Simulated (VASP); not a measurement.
# SnTe2 (R-3m) in VASP: notebook

SnTe2 is run at these levels: PBE; tasks: single point.

Everything below comes from runs of VASP 6.6.1. Logs are shortened: lines on timing, memory, paths and dates and some standing lists are left out, and cuts for length are marked.

### Step 1. The cell of the first run

The structure is trigonal, space group R-3m (No. 166). The conventional cell has a = 4.177 Å, b = 4.177 Å, c = 18.873 Å, α = 90.00°, β = 90.00°, γ = 120.00°. Sn (site symmetry -3m) has 6 Te at 2.97 Å within 3.9 Å. Within 3.9 Å of Te (site symmetry 3m) lie 3 Sn at 2.97 Å and 3 Te at 3.71 Å.

### Step 2. Single point, PBE

INCAR reads:

```
SYSTEM = SnTe2
PREC = Accurate
ENCUT = 500
EDIFF = 1E-6
ISMEAR = -1
SIGMA = 0.02
LREAL = .FALSE.
LASPH = .TRUE.
NELM = 120
ALGO = Normal
ISIF = 2
LWAVE = .FALSE.
LCHARG = .FALSE.
GGA = PE
NBANDS = 20
GGA_COMPAT = .FALSE.
```

KPOINTS reads:

```
Automatic mesh
0
G
  4 4 4
  0 0 0
```

POSCAR reads:

```
SnTe2
1.0
    2.0883103927      1.2056865674      6.2909642825
   -2.0883103927      1.2056865674      6.2909642825
    0.0000000000     -2.4113731348      6.2909642825
Sn Te
1 2
Direct
    0.0000000000      0.0000000000      0.0000000000
    0.2413664390      0.2413664390      0.2413664390
    0.7586335610      0.7586335610      0.7586335610
```

Potentials or basis: VASP PAW PBE potentials, release 64 (Sn_d, Te).

Command:

```sh
> cat potpaw_PBE.64/Sn_d/POTCAR potpaw_PBE.64/Te/POTCAR > POTCAR
> mpirun -np 1 vasp_std > vasp.out
```

OUTCAR:

```text
SYSTEM = SnTe2
   PREC = Accurate
   ENCUT = 500
   EDIFF = 1E-6
   ISMEAR = -1
   LREAL = .FALSE.
   LASPH = .TRUE.
   NELM = 120
   ISIF = 2
   GGA = PE

 ion  position               nearest neighbor table
   1  0.000  0.000  0.000-   3 2.97   3 2.97   2 2.97   2 2.97   3 2.97   2 2.97
   2  0.241  0.241  0.241-   1 2.97   1 2.97   1 2.97
   3  0.759  0.759  0.759-   1 2.97   1 2.97   1 2.97

  LATTYP: Found a trigonal (rhomboedric) cell.
 ALAT       =     6.7372807570
 COS(alpha) =     0.8078453919

  Lattice vectors:

 A1 = (   2.0883103927,   1.2056865674,   6.2909642825)
 A2 = (  -2.0883103927,   1.2056865674,   6.2909642825)
 A3 = (   0.0000000000,  -2.4113731348,   6.2909642825)

Analysis of symmetry for initial positions (statically):
=====================================================================
 Subroutine PRICEL returns:
 Original cell was already a primitive cell.

 Routine SETGRP: Setting up the symmetry group for a
 trigonal (rhombohedral) supercell.

 Subroutine GETGRP returns: Found 12 space group operations
 (whereof 12 operations were pure point group operations)
 out of a pool of 12 trial point group operations.

The static configuration has the point symmetry D_3d.

Analysis of symmetry for dynamics (positions and initial velocities):
=====================================================================
 Subroutine PRICEL returns:
 Original cell was already a primitive cell.

 Routine SETGRP: Setting up the symmetry group for a
 trigonal (rhombohedral) supercell.

 Subroutine GETGRP returns: Found 12 space group operations
 (whereof 12 operations were pure point group operations)
 out of a pool of 12 trial point group operations.

The dynamic configuration has the point symmetry D_3d.

 Subroutine INISYM returns: Found 12 space group operations
 (whereof 12 operations are pure point group operations),
 and found     1 'primitive' translations

----------------------------------------------------------------------------------------

                                     Primitive cell

  volume of cell :      95.0381

  direct lattice vectors                    reciprocal lattice vectors
     2.088310393  1.205686567  6.290964283     0.239428009  0.138233826  0.052986048
    -2.088310393  1.205686567  6.290964283    -0.239428009  0.138233826  0.052986048
     0.000000000 -2.411373135  6.290964283     0.000000000 -0.276467651  0.052986048

  length of vectors
     6.737280757  6.737280757  6.737280757     0.281499349  0.281499349  0.281499349

  position of ions in fractional coordinates (direct lattice)
     0.000000000  0.000000000  0.000000000
     0.241366439  0.241366439  0.241366439
     0.758633561  0.758633561  0.758633561

  ion indices of the primitive-cell ions
   primitive index   ion index
                 1           1
                 2           2
                 3           3

----------------------------------------------------------------------------------------

 KPOINTS: Automatic mesh

Automatic generation of k-mesh.
 Grid dimensions read from file:
 generate k-points for:    4    4    4

 Generating k-lattice:

  Cartesian coordinates                     Fractional coordinates (reciprocal lattice)
     0.059857002  0.034558456  0.013246512     0.250000000  0.000000000  0.000000000
    -0.059857002  0.034558456  0.013246512     0.000000000  0.250000000  0.000000000
     0.000000000 -0.069116913  0.013246512     0.000000000  0.000000000  0.250000000

  Length of vectors
     0.070374837  0.070374837  0.070374837

  Shift w.r.t. Gamma in fractional coordinates (k-lattice)
     0.000000000  0.000000000  0.000000000

 Subroutine IBZKPT returns following result:
 ===========================================

 Found     13 irreducible k-points:

 Following reciprocal coordinates:
            Coordinates               Weight
  0.000000  0.000000  0.000000      1.000000
  0.250000 -0.000000  0.000000      6.000000
  0.500000 -0.000000  0.000000      3.000000
  0.250000  0.250000  0.000000      6.000000
  0.500000  0.250000  0.000000     12.000000
 -0.250000  0.250000  0.000000      6.000000
  0.500000  0.500000  0.000000      3.000000
  0.250000  0.250000  0.250000      2.000000
  0.500000  0.250000  0.250000      6.000000
 -0.250000  0.250000  0.250000      6.000000
  0.500000  0.500000  0.250000      6.000000
 -0.250000  0.500000  0.250000      6.000000
  0.500000  0.500000  0.500000      1.000000
   k-points           NKPTS =     13   k-points in BZ     NKDIM =     13   number of bands    NBANDS=     20
   number of dos      NEDOS =    301   number of ions     NIONS =      3
   total plane-waves  NPLWV = 125000
   dimension x,y,z NGX =    50 NGY =   50 NGZ =   50
   dimension x,y,z NGXF=   100 NGYF=  100 NGZF=  100
   ions per type =               1   2
   NGX,Y,Z   is equivalent  to a cutoff of  12.34, 12.34, 12.34 a.u.
   NGXF,Y,Z  is equivalent  to a cutoff of  24.68, 24.68, 24.68 a.u.
 SYSTEM =  SnTe2
   PREC   = accura    normal or accurate (medium, high low for compatibility)
   ISTART =      0    job   : 0-new  1-cont  2-samecut
   ICHARG =      2    charge: 1-file 2-atom 10-const
   ISPIN  =      1    spin polarized calculation?
   LNONCOLLINEAR =      F non collinear calculations
   LSORBIT =      F    spin-orbit coupling
   LASPH  =      T    aspherical Exc in radial PAW
   ENCUT  =  500.0 eV  36.75 Ry    6.06 a.u.  12.28 12.28 12.28*2*pi/ulx,y,z
   NELM   =    120;   NELMIN=  2; NELMDL= -5     # of ELM steps
   EDIFF  = 0.1E-05   stopping-criterion for ELM
   LREAL  =      F    real-space projection
   EDIFFG = 0.1E-04   stopping-criterion for IOM
   NSW    =      0    number of steps for IOM
   IBRION =     -1    ionic relax: 0-MD 1-quasi-New 2-CG
   NFREE  =      0    steps in history (QN), initial steepest desc. (CG)
   ISIF   =      2    stress and relaxation
   ISYM   =      2    0-nonsym 1-usesym 2-fastsym
   POTIM  = 0.5000    time-step for ionic-motion
   TEBEG  =    0.0;   TEEND  =   0.0 temperature during run
   PSTRESS=    0.0 pullay stress
   NELECT =      26.0000    total number of electrons
   NUPDOWN=      -1.0000    fix difference up-down
   EMIN   =  10.00;   EMAX   =-10.00  energy-range for DOS
   EFERMI =   0.00;   METHOD = LEGACY
   ISMEAR =    -1;   SIGMA  =   0.02  broadening in eV -4-tet -1-fermi 0-gaus
   EFERMI_NEDOS =   21; number of points for ismear=-14 and -15
   IALGO  =     38    algorithm
   IMIX   =      4    mixing-type and parameters
     AMIX     =   0.40;   BMIX     =  1.00
     AMIX_MAG =   1.60;   BMIX_MAG =  1.00
  volume/ion in A,a.u.               =      31.68       213.78
  Fermi-wavevector in a.u.,A,eV,Ry     =   1.062755  2.008316 15.367086  1.129449
  Thomas-Fermi vector in A             =   2.198217
   LORBIT       =      0    0 simple, 1 ext, 2 COOP (PROOUT), +10 PAW based schemes
   GGA     = PE    functional components
   LHFCALC =     F    Hartree Fock is set to
   AEXX    =    0.0000 exact exchange contribution
   IVDW    =     0    specifies the selected vdW correction
   LEPSILON=     F    determine dielectric tensor
   LRPA    =     F    only Hartree local field effects (RPA)
 non-spin polarized calculation
  energy-cutoff  :      500.00
  volume of cell :       95.04
 maximum number of plane-waves:      2434
 NGX is ok and might be reduce to    50
   NGX = 25   NGY = 25   NGZ = 25

 number of electron      26.0000003 magnetization

 Free energy of the ion-electron system (eV)
  ---------------------------------------------------
  ext. energy  EPLUGINS =         0.00000000
  ---------------------------------------------------
  free energy    TOTEN  =       -10.28093335 eV

  energy without entropy =      -10.27900041  energy(sigma->0) =      -10.27996688

 E-fermi :   6.0926     XC(G=0):  -9.3744

 val. band max:        6.0908517914   @ k =   0.0000   0.0000   0.0000
 cond. band min:       6.1656437372   @ k =   0.5000   0.5000   0.0000
 fundamental gap:      0.0747919458
 Fermi energy:         6.0925866507

 k-point     1 :       0.0000    0.0000    0.0000
  band No.  band energies     occupation
      1     -15.4255      2.00000
      2     -15.4255      2.00000
      3     -15.4064      2.00000
      4     -15.3998      2.00000
      5     -15.3998      2.00000
      6      -6.4242      2.00000
[... 12 lines left out ...]
     19      12.5192      0.00000
     20      12.9811      0.00000

 k-point     2 :       0.2500   -0.0000    0.0000
  band No.  band energies     occupation
      1     -15.4352      2.00000
      2     -15.4214      2.00000
      3     -15.4044      2.00000
      4     -15.3988      2.00000
      5     -15.3955      2.00000
      6      -5.8547      2.00000
[... 12 lines left out ...]
     19      13.0285      0.00000
     20      13.7822      0.00000

 k-point     3 :       0.5000   -0.0000    0.0000
  band No.  band energies     occupation
      1     -15.4456      2.00000
      2     -15.4197      2.00000
      3     -15.4071      2.00000
      4     -15.3925      2.00000
      5     -15.3888      2.00000
      6      -4.5963      2.00000
[... 12 lines left out ...]
     19      13.4752      0.00000
     20      15.1460      0.00000

 k-point     4 :       0.2500    0.2500    0.0000
  band No.  band energies     occupation
      1     -15.4352      2.00000
      2     -15.4214      2.00000
      3     -15.4044      2.00000
      4     -15.3988      2.00000
      5     -15.3955      2.00000
      6      -5.8092      2.00000
[... 176 lines left out ...]
 k-point    12 :      -0.2500    0.5000    0.2500
  band No.  band energies     occupation
      1     -15.4383      2.00000
      2     -15.4258      2.00000
      3     -15.4007      2.00000
      4     -15.3980      2.00000
      5     -15.3908      2.00000
      6      -4.6484      2.00000
[... 12 lines left out ...]
     19      12.2741      0.00000
     20      14.6309      0.00000

 k-point    13 :       0.5000    0.5000    0.5000
  band No.  band energies     occupation
      1     -15.4255      2.00000
      2     -15.4255      2.00000
      3     -15.4063      2.00000
      4     -15.3998      2.00000
      5     -15.3998      2.00000
      6      -5.9748      2.00000
[... 12 lines left out ...]
     19      13.0025      0.00000
     20      13.0025      0.00000

------------------------ aborting loop because EDIFF is reached ----------------------------------------

  FORCE on cell =-STRESS in cart. coord.  units (eV):
  Direction    XX          YY          ZZ          XY          YZ          ZX
  --------------------------------------------------------------------------------------
  -------------------------------------------------------------------------------------
  Total        1.6874355      1.6874355      0.4942172      0.0000000     -0.0000000      0.0000000
  in kB       28.4472199     28.4472199      8.3316406      0.0000000     -0.0000000      0.0000000
  external PRESSURE =      21.7420268 kB  Pullay stress =       0.0000000 kB

 VOLUME and BASIS-vectors are now :
 -----------------------------------------------------------------------------
  energy-cutoff  :      500.00
  volume of cell :       95.04
      direct lattice vectors                 reciprocal lattice vectors
     2.088310393  1.205686567  6.290964283     0.239428009  0.138233826  0.052986048
    -2.088310393  1.205686567  6.290964283    -0.239428009  0.138233826  0.052986048
     0.000000000 -2.411373135  6.290964283     0.000000000 -0.276467651  0.052986048

 POSITION                                       TOTAL-FORCE (eV/Angst)
 -----------------------------------------------------------------------------------
      0.00000      0.00000      0.00000         0.000000      0.000000     -0.000000
      0.00000      0.00000      4.55528        -0.000000     -0.000000     -0.165488
      0.00000      0.00000     14.31761        -0.000000      0.000000      0.165488
 -----------------------------------------------------------------------------------
    total drift:                                0.000000      0.000000      0.000000

  FREE ENERGIE OF THE ION-ELECTRON SYSTEM (eV)
  ---------------------------------------------------
  free  energy   TOTEN  =       -10.2809333494 eV

  energy  without entropy=      -10.2790004117  energy(sigma->0) =      -10.27996688
```

Wall time 50 s (1 thread of Intel Xeon Platinum 8488C (Sapphire Rapids), shared host); peak memory 0.33 GiB.

Results:

```yaml
Free_energy: -10.2809 eV
Pressure: 2.2 GPa
Largest_force: 0.165 eV/Å
Band_gap_on_the_k_mesh: zero (band 13 reaches 6.30 eV, above the bottom of band 14 at 5.87 eV)
```

Forces on the atoms (eV/Å):
```
Sn   0.000  0.000  0.000
Te   0.000  0.000 -0.165
Te   0.000  0.000  0.165
```

Stress tensor (GPa, compression positive):
```
2.84 0.00 0.00
0.00 2.84 0.00
0.00 0.00 0.83
```

Levels at points of the mesh, in eV from the Fermi level:
```csv
k point,band 11,band 12,band 13,band 14,band 15,band 16
"(0.00, 0.00, 0.00)",-0.63,-0.63,-0.07,0.00,2.50,2.93
"(0.50, 0.00, 0.00)",-2.29,-2.25,-1.20,0.42,2.45,4.88
"(0.50, 0.50, 0.00)",-2.08,-1.18,-0.20,0.07,2.85,3.41
"(0.50, 0.50, 0.50)",-1.07,-0.18,-0.18,1.88,2.32,3.00
```

Caveat: the k points lie up to 0.44 Å⁻¹ apart; spin-orbit coupling is left out, which moves the levels of the heavy elements.

### Step 3. Single point, PBE

INCAR reads:

```
SYSTEM = SnTe2
ALGO = Normal
EDIFF = 1E-6
ENCUT = 500
GGA = PE
GGA_COMPAT = .FALSE.
ISIF = 2
ISMEAR = -1
LASPH = .TRUE.
LCHARG = .TRUE.
LELF = .TRUE.
LREAL = .FALSE.
LVHAR = .TRUE.
LWAVE = .FALSE.
NBANDS = 20
NELM = 120
PREC = Accurate
SIGMA = 0.02
```

KPOINTS reads:

```
k-points
0
G
  6 6 6
  0 0 0
```

POSCAR is that of step 2.

Potentials or basis: VASP PAW PBE potentials, release 64 (Sn_d, Te).

Command:

```sh
> cat potpaw_PBE.64/Sn_d/POTCAR potpaw_PBE.64/Te/POTCAR > POTCAR
> mpirun -np 1 vasp_std > vasp.out
```

Wall time 1.8 min (1 thread of Intel Xeon Platinum 8488C (Sapphire Rapids), shared host); peak memory 0.36 GiB.

The run converged. Its results:

```yaml
Free_energy: -10.3601 eV
Pressure: 2.0 GPa
Largest_force: 0.373 eV/Å
Band_gap_on_the_k_mesh: zero (band 13 reaches 6.38 eV, above the bottom of band 14 at 5.63 eV)
```

Forces in eV/Å, atoms in the order of the input:
```
Sn   0.000  0.000  0.000
Te   0.000  0.000 -0.373
Te   0.000  0.000  0.373
```

Stress tensor (GPa, compression positive):
```
1.91 0.00 0.00
0.00 1.91 0.00
0.00 0.00 2.04
```

Levels at points of the mesh, in eV from the Fermi level:
```tsv
k point	band 9	band 10	band 11	band 12	band 13	band 14	band 15	band 16	band 17	band 18
(0.00, 0.00, 0.00)	-0.63	-0.63	-0.60	-0.60	-0.02	0.03	2.54	2.97	2.97	6.46
(0.50, 0.00, 0.00)	-4.27	-2.89	-2.26	-2.21	-1.16	0.45	2.49	4.92	5.70	5.76
(0.50, 0.50, 0.00)	-4.81	-2.69	-2.04	-1.14	-0.17	0.12	2.88	3.46	3.62	4.40
(0.50, 0.50, 0.50)	-2.54	-1.03	-1.03	-0.15	-0.15	1.92	2.35	3.04	3.04	5.45
```

Caveat: spin-orbit coupling is left out, which moves the levels of the heavy elements.

### Step 4. Single point, PBE

INCAR reads:

```
ALGO = Normal
EDIFF = 1E-6
ENCUT = 500
GGA = PE
GGA_COMPAT = False
ISIF = 2
ISMEAR = 1
LASPH = True
LCHARG = True
LELF = True
LREAL = False
LVHAR = True
LWAVE = False
NBANDS = 20
NELM = 120
PREC = Accurate
SIGMA = 0.5
```

KPOINTS reads:

```
k-points
0
Gamma
  6 6 6
```

POSCAR is that of step 3.

Command:

```sh
> cat potpaw_PBE.64/Sn_d/POTCAR potpaw_PBE.64/Te/POTCAR > POTCAR
> mpirun -np 1 vasp_std > vasp.out
```

It took 99 s on 1 thread of Intel Xeon Platinum 8488C (Sapphire Rapids), shared host; peak memory 0.36 GiB.

The run converged. Its results:

- Free energy: -10.3649 eV
- Pressure: 1.9 GPa
- Largest force: 0.393 eV/Å
- Band gap on the k mesh: zero (band 13 reaches 6.38 eV, above the bottom of band 14 at 5.62 eV)

Forces on the atoms (eV/Å):
```
Sn   0.000  0.000  0.000
Te   0.000  0.000 -0.393
Te   0.000  0.000  0.393
```

Stress tensor (GPa, compression positive):
```
1.81 0.00 0.00
0.00 1.81 0.00
0.00 0.00 2.22
```

Levels at points of the mesh, in eV from the Fermi level:
```tsv
k point	band 11	band 12	band 13	band 14	band 15	band 16
(0.00, 0.00, 0.00)	-0.65	-0.65	-0.06	-0.01	2.49	2.93
(0.50, 0.00, 0.00)	-2.30	-2.25	-1.21	0.40	2.44	4.87
(0.50, 0.50, 0.00)	-2.09	-1.18	-0.22	0.07	2.84	3.41
(0.50, 0.50, 0.50)	-1.08	-0.20	-0.20	1.87	2.31	3.00
```

Caveat: spin-orbit coupling is left out, which moves the levels of the heavy elements.

### Step 5. Single point, PBE

INCAR reads:

```
SYSTEM = SnTe2
PREC = Accurate ; ENCUT = 500
EDIFF = 1E-6 ; ISMEAR = 1
SIGMA = 0.5 ; LREAL = .False.
LASPH = .True. ; NELM = 120
ALGO = Normal ; ISIF = 2
LWAVE = .False. ; LCHARG = .False.
GGA = PE ; NBANDS = 20
GGA_COMPAT = .False.
```

KPOINTS reads:

```
regular mesh
0
Gamma
  6 6 6
  0 0 0
```

POSCAR is that of step 4.

Command:

```sh
> cat potpaw_PBE.64/Sn_d/POTCAR potpaw_PBE.64/Te/POTCAR > POTCAR
> mpirun -np 1 vasp_std > vasp.out
```

Run time: 95 s. Hardware: 1 thread of Intel Xeon Platinum 8488C (Sapphire Rapids), shared host; peak memory 0.36 GiB.

It converged, with:

```yaml
Free_energy: -10.3649 eV
Pressure: 1.9 GPa
Largest_force: 0.393 eV/Å
Band_gap_on_the_k_mesh: zero (band 13 reaches 6.38 eV, above the bottom of band 14 at 5.62 eV)
```

Forces on the atoms (eV/Å):
```
Sn   0.000  0.000  0.000
Te   0.000  0.000 -0.393
Te   0.000  0.000  0.393
```

Stress tensor (GPa, compression positive):
```
1.81 0.00 0.00
0.00 1.81 0.00
0.00 0.00 2.22
```

Levels at points of the mesh, in eV from the Fermi level:
| k point | band 10 | band 11 | band 12 | band 13 | band 14 | band 15 | band 16 | band 17 |
| --- | --- | --- | --- | --- | --- | --- | --- | --- |
| (0.00, 0.00, 0.00) | -0.68 | -0.65 | -0.65 | -0.06 | -0.01 | 2.49 | 2.93 | 2.93 |
| (0.50, 0.00, 0.00) | -2.93 | -2.30 | -2.25 | -1.21 | 0.40 | 2.44 | 4.87 | 5.65 |
| (0.50, 0.50, 0.00) | -2.74 | -2.09 | -1.18 | -0.22 | 0.07 | 2.84 | 3.41 | 3.58 |
| (0.50, 0.50, 0.50) | -1.08 | -1.08 | -0.20 | -0.20 | 1.87 | 2.31 | 3.00 | 3.00 |

Caveat: spin-orbit coupling is left out, which moves the levels of the heavy elements.

(Continued in part 2 of 2.)
